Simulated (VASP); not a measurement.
Runs of VASP 6.6.1 on Au. Symmetry: Cmcm, No. 63, orthorhombic system. The conventional cell has a = 2.823 Å, b = 5.112 Å, c = 4.893 Å, α = 90.00°, β = 90.00°, γ = 90.00°. Au (site symmetry m2m) has 12 Au at 2.82 to 2.97 Å within 3.7 Å. 

```tsv
k mesh	smearing	gap on the mesh (eV)	pressure (GPa)	largest force (eV/Å)
12 × 12 × 6, shifted	gaussian 0.1 eV	none	2.7	0.02
16 × 16 × 8	gaussian 0.1 eV	none	3.0	0.02
8 × 8 × 4	gaussian 0.1 eV	none	(a)	-
24 × 24 × 12	gaussian 0.1 eV	none	2.9	0.02
16 × 16 × 10	gaussian 0.02 eV	none	3.0	0.01
16 × 16 × 8, shifted	gaussian 0.1 eV	none	2.8	0.01
12 × 12 × 6	gaussian 0.1 eV	none	2.9	0.01
10 × 10 × 6	gaussian 0.1 eV	none	3.0	0.02
```

Alike in all rows: task single point; level PBE; potentials or basis VASP PAW PBE potentials, release 64 (Au); no spin polarisation; cell as given; cutoff (eV) 520.

Task: Fill in the values left out.

Result: (a) 3.4.

Caveats: spin-orbit coupling is left out, which moves the levels of the heavy elements.

A k mesh can miss the band edges, and the runs leave out spin-orbit coupling on Au.

A gap of «none» marks levels without a gap at the run's occupations.
